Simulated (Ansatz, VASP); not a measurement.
**Two plane-wave programs on Si2Mo**

```xyz
3
Lattice="-1.6748 1.6748 3.8129 1.6748 -1.6748 3.8129 1.6748 1.6748 -3.8129" Properties=species:S:1:pos:R:3 pbc="T T T"
Si    0.0000    0.0000    2.5551
Si    0.0000    0.0000    5.0707
Mo    0.0000    0.0000    0.0000
```

Change from the starting cell: strain +0.050 along x and y, -0.025 along z, atoms carried along.

Alike in both runs: task single point; functional PBEsol; k mesh 20 × 20 × 20; occupations gaussian, width 0.15 eV; no spin polarisation.

|  | VASP | Ansatz |
| --- | --- | --- |
| version | VASP 6.6.1 | Ansatz 0.2.0 |
| potentials or method | VASP PAW PBE potentials, release 64 (Si, Mo_sv), cutoff 520 eV | scalar-relativistic, plane waves, PAW |
| valence electrons in the cell | 22 | 22 |

|  | VASP | Ansatz | Ansatz less VASP |
| --- | --- | --- | --- |
| gap on the k mesh at the Fermi level (eV) | none | none | - |
| pressure (GPa) | -11.1 | -11.4 | -0.29 |
| traceless stress, the component that is largest in VASP (GPa) | 16.69 | 16.65 | -0.046 |
| rms of the force components (eV/Å) | 0.029 | 0.029 | +0.0001 |

VASP's potentials were made for PBE, not for PBEsol. Atom by atom the forces differ by 0.000 eV/Å (rms over components). A gap of «none» marks a metal or a gap that the smearing closes. With one functional, cell and mesh, what is left measures potentials, basis and numerics.
